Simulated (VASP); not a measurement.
# Pb (Fm-3m) in VASP: further runs

The runs below take Pb through single point, with r2SCAN.

Everything below comes from runs of VASP 6.6.1. Logs are shortened: lines on timing, memory, paths and dates and some standing lists are left out, and cuts for length are marked.

### Step 1. The cell of the first run

Symmetry: Fm-3m, No. 225, cubic system. The conventional cell has a = 4.950 Å, b = 4.950 Å, c = 4.950 Å, α = 90.00°, β = 90.00°, γ = 90.00°. Pb (site symmetry m-3m) has 12 Pb at 3.50 Å within 4.6 Å.

### Step 2. Single point, r2SCAN, non-collinear spin, zero start, spin-orbit coupling

The input, POSCAR:

```
Pb
1.0
    0.0000000000      2.4750200000      2.4750200000
    2.4750200000      0.0000000000      2.4750200000
    2.4750200000      2.4750200000      0.0000000000
Pb
1
Direct
    0.0000000000      0.0000000000      0.0000000000
```

The input, INCAR.step1:

```
SYSTEM = Pb
ALGO = Normal
EDIFF = 1E-4
ENCUT = 520
GGA = PE
GGA_COMPAT = .FALSE.
ISMEAR = -1
LASPH = .TRUE.
LCHARG = .FALSE.
LREAL = .FALSE.
LSORBIT = .TRUE.
LWAVE = .TRUE.
MAGMOM = 0 0 0
NBANDS = 25
NELM = 150
PREC = Accurate
SIGMA = 0.05
```

The input, INCAR.step2:

```
SYSTEM = Pb
ALGO = Normal
EDIFF = 1E-7
ENCUT = 520
GGA_COMPAT = .FALSE.
ISIF = 2
ISMEAR = -1
ISTART = 1
LASPH = .TRUE.
LCHARG = .FALSE.
LMIXTAU = .TRUE.
LORBIT = 11
LORBMOM = .TRUE.
LREAL = .FALSE.
LSORBIT = .TRUE.
LWAVE = .FALSE.
MAGMOM = 0 0 0
METAGGA = R2SCAN
NBANDS = 25
NELM = 150
PREC = Accurate
SIGMA = 0.05
```

The input, KPOINTS:

```
k-points
0
G
  9 9 9
  0 0 0
```

Potentials or basis: VASP PAW PBE potentials, release 64 (Pb_d).

The run is started by

```bash
$ cat potpaw_PBE.64/Pb_d/POTCAR > POTCAR
$ cp INCAR.step1 INCAR
$ mpirun -np 1 vasp_ncl > vasp.out
$ cp INCAR.step2 INCAR
$ mpirun -np 1 vasp_ncl > vasp.out
```

OUTCAR:

```text
SYSTEM = Pb
   EDIFF = 1E-7
   ENCUT = 520
   ISIF = 2
   ISMEAR = -1
   ISTART = 1
   LASPH = .TRUE.
   LORBIT = 11
   LREAL = .FALSE.
   LSORBIT = .TRUE.
   METAGGA = R2SCAN
   NELM = 150
   PREC = Accurate

 ion  position               nearest neighbor table
   1  0.000  0.000  0.000-

  LATTYP: Found a face centered cubic cell.
 ALAT       =     4.9500400000

  Lattice vectors:

 A1 = (   0.0000000000,   2.4750200000,   2.4750200000)
 A2 = (   2.4750200000,   0.0000000000,   2.4750200000)
 A3 = (   2.4750200000,   2.4750200000,   0.0000000000)

Analysis of symmetry for initial positions (statically):
=====================================================================
 Subroutine PRICEL returns:
 Original cell was already a primitive cell.

 Routine SETGRP: Setting up the symmetry group for a
 face centered cubic supercell.

 Subroutine GETGRP returns: Found 48 space group operations
 (whereof 48 operations were pure point group operations)
 out of a pool of 48 trial point group operations.

The static configuration has the point symmetry O_h .

Analysis of symmetry for dynamics (positions and initial velocities):
=====================================================================
 Subroutine PRICEL returns:
 Original cell was already a primitive cell.

 Routine SETGRP: Setting up the symmetry group for a
 face centered cubic supercell.

 Subroutine GETGRP returns: Found 48 space group operations
 (whereof 48 operations were pure point group operations)
 out of a pool of 48 trial point group operations.

The dynamic configuration has the point symmetry O_h .

Analysis of structural, dynamic, and magnetic symmetry:
=====================================================================
 Subroutine PRICEL returns:
 Original cell was already a primitive cell.

 Routine SETGRP: Setting up the symmetry group for a
 face centered cubic supercell.

 Subroutine GETGRP returns: Found 48 space group operations
 (whereof 48 operations were pure point group operations)
 out of a pool of 48 trial point group operations.

The overall configuration has the point symmetry O_h .

 Subroutine INISYM returns: Found 48 space group operations
 (whereof 48 operations are pure point group operations),
 and found     1 'primitive' translations

----------------------------------------------------------------------------------------

                                     Primitive cell

  volume of cell :      30.3226

  direct lattice vectors                    reciprocal lattice vectors
     0.000000000  2.475020000  2.475020000    -0.202018570  0.202018570  0.202018570
     2.475020000  0.000000000  2.475020000     0.202018570 -0.202018570  0.202018570
     2.475020000  2.475020000  0.000000000     0.202018570  0.202018570 -0.202018570

  length of vectors
     3.500206851  3.500206851  3.500206851     0.349906427  0.349906427  0.349906427

  position of ions in fractional coordinates (direct lattice)
     0.000000000  0.000000000  0.000000000

  ion indices of the primitive-cell ions
   primitive index   ion index
                 1           1

----------------------------------------------------------------------------------------

 KPOINTS: k-points

Automatic generation of k-mesh.
 Grid dimensions read from file:
 generate k-points for:    9    9    9

 Generating k-lattice:

  Cartesian coordinates                     Fractional coordinates (reciprocal lattice)
    -0.022446508  0.022446508  0.022446508     0.111111111  0.000000000  0.000000000
     0.022446508 -0.022446508  0.022446508     0.000000000  0.111111111  0.000000000
     0.022446508  0.022446508 -0.022446508     0.000000000  0.000000000  0.111111111

  Length of vectors
     0.038878492  0.038878492  0.038878492

  Shift w.r.t. Gamma in fractional coordinates (k-lattice)
     0.000000000  0.000000000  0.000000000

 Subroutine IBZKPT returns following result:
[... 47 lines left out ...]
   ENCUT  =  520.0 eV  38.22 Ry    6.18 a.u.   6.51  6.51  6.51*2*pi/ulx,y,z
   NELM   =    150;   NELMIN=  2; NELMDL=  0     # of ELM steps
   EDIFF  = 0.1E-06   stopping-criterion for ELM
   LREAL  =      F    real-space projection
   EDIFFG = 0.1E-05   stopping-criterion for IOM
   NSW    =      0    number of steps for IOM
   IBRION =     -1    ionic relax: 0-MD 1-quasi-New 2-CG
   NFREE  =      0    steps in history (QN), initial steepest desc. (CG)
   ISIF   =      2    stress and relaxation
   ISYM   =      2    0-nonsym 1-usesym 2-fastsym
   POTIM  = 0.5000    time-step for ionic-motion
   TEBEG  =    0.0;   TEEND  =   0.0 temperature during run
   PSTRESS=    0.0 pullay stress
   NELECT =      14.0000    total number of electrons
   NUPDOWN=      -1.0000    fix difference up-down
   EMIN   =  10.00;   EMAX   =-10.00  energy-range for DOS
   EFERMI =   0.00;   METHOD = LEGACY
   ISMEAR =    -1;   SIGMA  =   0.05  broadening in eV -4-tet -1-fermi 0-gaus
   EFERMI_NEDOS =   21; number of points for ismear=-14 and -15
   IALGO  =     38    algorithm
   IMIX   =      4    mixing-type and parameters
     AMIX     =   0.40;   BMIX     =  1.00
     AMIX_MAG =   1.60;   BMIX_MAG =  1.00
  volume/ion in A,a.u.               =      30.32       204.63
  Fermi-wavevector in a.u.,A,eV,Ry     =   1.265306  2.391081 21.782907  1.600999
  Thomas-Fermi vector in A             =   2.398566
   LORBIT       =     11    0 simple, 1 ext, 2 COOP (PROOUT), +10 PAW based schemes
   METAGGA = R2SCAN    functional components
   LHFCALC =     F    Hartree Fock is set to
   AEXX    =    0.0000 exact exchange contribution
   IVDW    =     0    specifies the selected vdW correction
   LEPSILON=     F    determine dielectric tensor
   LRPA    =     F    only Hartree local field effects (RPA)
  energy-cutoff  :      520.00
  volume of cell :       30.32
 maximum number of plane-waves:      1738
 NGX is ok and might be reduce to    28
   NGX = 13   NGY = 13   NGZ = 13

 number of electron      13.9999999 magnetization      -0.0000000      0.0000000      0.0000000

 number of electron      13.9999999 magnetization      -0.0000000     -0.0000000     -0.0000000

 number of electron      13.9999999 magnetization       0.0000000      0.0000000      0.0000000

 Free energy of the ion-electron system (eV)
  ---------------------------------------------------
  ext. energy  EPLUGINS =         0.00000000
  ---------------------------------------------------
  free energy    TOTEN  =       -56.82093933 eV

  energy without entropy =      -56.81837474  energy(sigma->0) =      -56.81965703

 E-fermi :   7.0519     XC(G=0): -10.8818

 val. band max:        6.9322196694   @ k =   0.3333   0.3333   0.0000
 cond. band min:       7.1059614236   @ k =  -0.2222   0.3333   0.1111
 fundamental gap:      0.1737417543
 Fermi energy:         7.0518966426

 k-point     1 :       0.0000    0.0000    0.0000
  band No.  band energies     occupation
      1     -11.9138      1.00000
      2     -11.9138      1.00000
      3     -11.9138      1.00000
      4     -11.9138      1.00000
      5      -9.4275      1.00000
      6      -9.4275      1.00000
[... 661 lines left out ...]
     24      26.5296      0.00000
     25      27.5055      0.00000

 [... further k-points ...]

------------------------ aborting loop because EDIFF is reached ----------------------------------------

  FORCE on cell =-STRESS in cart. coord.  units (eV):
  Direction    XX          YY          ZZ          XY          YZ          ZX
  --------------------------------------------------------------------------------------
  -------------------------------------------------------------------------------------
  Total        0.2345831      0.2345831      0.2345831      0.0000000     -0.0000000      0.0000000
  in kB       12.3948460     12.3948460     12.3948460      0.0000000     -0.0000000      0.0000000
  external PRESSURE =      12.3948460 kB  Pullay stress =       0.0000000 kB

 VOLUME and BASIS-vectors are now :
 -----------------------------------------------------------------------------
  energy-cutoff  :      520.00
  volume of cell :       30.32
      direct lattice vectors                 reciprocal lattice vectors
     0.000000000  2.475020000  2.475020000    -0.202018570  0.202018570  0.202018570
     2.475020000  0.000000000  2.475020000     0.202018570 -0.202018570  0.202018570
     2.475020000  2.475020000  0.000000000     0.202018570  0.202018570 -0.202018570

 POSITION                                       TOTAL-FORCE (eV/Angst)
 -----------------------------------------------------------------------------------
      0.00000      0.00000      0.00000         0.000000      0.000000      0.000000
 -----------------------------------------------------------------------------------
    total drift:                               -0.000000     -0.000000     -0.000000

  FREE ENERGIE OF THE ION-ELECTRON SYSTEM (eV)
  ---------------------------------------------------
  free  energy   TOTEN  =       -56.8209393306 eV

  energy  without entropy=      -56.8183747385  energy(sigma->0) =      -56.81965703

 orbital moment (x)

 # of ion     p       d       tot
 ----------------------------------------
  1         0.000   0.000   0.000
 ----------------------------------------
            0.000   0.000   0.000

 orbital moment (y)

 # of ion     p       d       tot
 ----------------------------------------
  1        -0.000  -0.000  -0.000
 ----------------------------------------
           -0.000  -0.000  -0.000

 orbital moment (z)

 # of ion     p       d       tot
 ----------------------------------------
  1         0.000   0.000   0.000
 ----------------------------------------
            0.000   0.000   0.000

 Spin-Orbit-Coupling matrix elements

 Ion:    1  E_soc:     -1.1080057
 l=   1
     0.0000000    -0.1190676    -0.1190676
    -0.1190676     0.0000000    -0.1190676
    -0.1190676    -0.1190676     0.0000000
 l=   2
     0.0000000    -0.0132105     0.0000000    -0.0132105    -0.0523895
    -0.0132105     0.0000000    -0.0392921    -0.0132105    -0.0130974
     0.0000000    -0.0392921     0.0000000    -0.0392921     0.0000000
    -0.0132105    -0.0132105    -0.0392921     0.0000000    -0.0130974
    -0.0523895    -0.0130974     0.0000000    -0.0130974     0.0000000
 l=   3
     0.0000000     0.0000000     0.0000000     0.0000000     0.0000000     0.0000000     0.0000000
     0.0000000     0.0000000     0.0000000     0.0000000     0.0000000     0.0000000     0.0000000
     0.0000000     0.0000000     0.0000000     0.0000000     0.0000000     0.0000000     0.0000000
     0.0000000     0.0000000     0.0000000     0.0000000     0.0000000     0.0000000     0.0000000
     0.0000000     0.0000000     0.0000000     0.0000000     0.0000000     0.0000000     0.0000000
     0.0000000     0.0000000     0.0000000     0.0000000     0.0000000     0.0000000     0.0000000
     0.0000000     0.0000000     0.0000000     0.0000000     0.0000000     0.0000000     0.0000000

 total charge

# of ion       s       p       d       tot
------------------------------------------
    1        1.386   0.777   9.798  11.961

 magnetization (x)

# of ion       s       p       d       tot
------------------------------------------
    1       -0.000   0.000   0.000   0.000

 magnetization (y)

# of ion       s       p       d       tot
------------------------------------------
    1       -0.000  -0.000   0.000  -0.000

 magnetization (z)

# of ion       s       p       d       tot
------------------------------------------
    1        0.000   0.000   0.000   0.000
```

Run time: 7.4 min. Hardware: 1 thread of Intel Xeon Platinum 8259CL at 2.50GHz (Skylake/Cascade Lake), shared host; peak memory 0.3 GiB.

What came out:

```
Free energy                                           : -56.8209 eV
Pressure                                              : 1.2 GPa
Net moment                                            : 0.00 μB per cell
Valence electrons inside the program's atomic spheres : Pb 11.96
```

Moments on the atoms (μB; x, y, z):
```
Pb  0.00 0.00 0.00
```

Caveat: the PAW data sets were made with another functional, which shifts forces and pressure a little.

### Step 3. Single point, r2SCAN, non-collinear spin, zero start, spin-orbit coupling

This run uses another cell than the first one, of 30.93 Å³/atom.

The input, POSCAR:

```
Pb
1.0
    0.0000000000      2.4914113386      2.4914113386
    2.4914113386      0.0000000000      2.4914113386
    2.4914113386      2.4914113386      0.0000000000
Pb
1
Direct
    0.0000000000      0.0000000000      0.0000000000
```

The input, INCAR.step1:

```
SYSTEM = Pb
PREC = Accurate
ENCUT = 520
ISMEAR = -1
SIGMA = 0.05
LREAL = .False.
LASPH = .True.
NELM = 150
LNONCOLLINEAR = .True.
MAGMOM = 0 0 0
LSORBIT = .True.
GGA_COMPAT = .False.
NBANDS = 25
GGA = PE
ALGO = Normal
EDIFF = 1E-4
LWAVE = .True.
LCHARG = .False.
```

The input, INCAR.step2:

```
SYSTEM = Pb
PREC = Accurate
ENCUT = 520
EDIFF = 1E-7
ISMEAR = -1
SIGMA = 0.05
LREAL = .False.
LASPH = .True.
NELM = 150
ALGO = Normal
ISIF = 2
LWAVE = .False.
LCHARG = .False.
LNONCOLLINEAR = .True.
MAGMOM = 0 0 0
LORBIT = 11
LSORBIT = .True.
GGA_COMPAT = .False.
LORBMOM = .True.
METAGGA = R2SCAN
LMIXTAU = .True.
NBANDS = 25
ISTART = 1
```

The input, KPOINTS:

```
Automatic mesh
0
Gamma
  9 9 9
  0 0 0
```

Potentials or basis: VASP PAW PBE potentials, release 64 (Pb_d).

The run is started by

```bash
$ cat potpaw_PBE.64/Pb_d/POTCAR > POTCAR
$ cp INCAR.step1 INCAR
$ mpirun -np 1 vasp_ncl > vasp.out
$ cp INCAR.step2 INCAR
$ mpirun -np 1 vasp_ncl > vasp.out
```

Wall time 7.2 min (1 thread of Intel Xeon Platinum 8259CL at 2.50GHz (Skylake/Cascade Lake), shared host); peak memory 0.3 GiB.

It converged, with:

* Free energy: -56.8241 eV
* Pressure: 0.3 GPa
* Net moment: 0.00 μB per cell
* Valence electrons inside the program's atomic spheres: Pb 11.95

Moments on the atoms (μB; x, y, z):
```
Pb  0.00 0.00 0.00
```

Caveat: the PAW data sets were made with another functional, which shifts forces and pressure a little.

### Step 4. Single point, r2SCAN, non-collinear spin, zero start, spin-orbit coupling

This run uses another cell than the first one, of 31.54 Å³/atom.

The input, POSCAR:

```
Pb
1.0
    0.0000000000      2.5075897876      2.5075897876
    2.5075897876      0.0000000000      2.5075897876
    2.5075897876      2.5075897876      0.0000000000
Pb
1
Direct
    0.0000000000      0.0000000000      0.0000000000
```

The input, INCAR.step1:

```
ALGO = Normal
EDIFF = 1E-4
ENCUT = 520
GGA = PE
GGA_COMPAT = F
ISMEAR = -1
LASPH = T
LCHARG = F
LREAL = F
LSORBIT = T
LWAVE = T
MAGMOM = 0 0 0
NBANDS = 25
NELM = 150
PREC = Accurate
SIGMA = 0.05
```

The input, INCAR.step2:

```
ALGO = Normal
EDIFF = 1E-6
ENCUT = 520
GGA_COMPAT = F
ISIF = 2
ISMEAR = -1
ISTART = 1
LASPH = T
LCHARG = F
LMIXTAU = T
LORBIT = 11
LORBMOM = T
LREAL = F
LSORBIT = T
LWAVE = F
MAGMOM = 0 0 0
METAGGA = R2SCAN
NBANDS = 25
NELM = 150
PREC = Accurate
SIGMA = 0.05
```

The input, KPOINTS:

```
k-points
0
Gamma
  9 9 9
```

The run is started by

```bash
$ cat potpaw_PBE.64/Pb_d/POTCAR > POTCAR
$ cp INCAR.step1 INCAR
$ mpirun -np 1 vasp_ncl > vasp.out
$ cp INCAR.step2 INCAR
$ mpirun -np 1 vasp_ncl > vasp.out
```

It took 7.4 min on 1 thread of Intel Xeon Platinum 8259CL at 2.50GHz (Skylake/Cascade Lake), shared host; peak memory 0.3 GiB.

The run converged. Its results:

```yaml
Free_energy: -56.8238 eV
Pressure: -0.6 GPa
Net_moment: 0.00 μB per cell
Valence_electrons_inside_the_program's_atomic_spheres: Pb 11.94
```

Moments on the atoms (μB; x, y, z):
```
Pb  0.00 0.00 0.00
```

Caveat: the PAW data sets were made with another functional, which shifts forces and pressure a little.

### Step 5. The runs side by side

| cell | pressure (GPa) | moment (μB) |
| --- | --- | --- |
| a = 3.500 Å, angles 60.0°, 1 atom | 1.2 | 0.00 |
| a = 3.523 Å, angles 60.0°, 1 atom | 0.3 | 0.00 |
| a = 3.546 Å, angles 60.0°, 1 atom | -0.6 | 0.00 |

Alike in all rows: task single point; level r2SCAN; potentials or basis VASP PAW PBE potentials, release 64 (Pb_d); spin non-collinear, zero start, SOC; k mesh 9 × 9 × 9; cutoff (eV) 520; smearing fermi-dirac 0.05 eV.

Caveats: the PAW data sets were made with another functional, which shifts forces and pressure a little.

Total energies depend on the potentials used, so only differences within one code and one set of settings carry meaning.
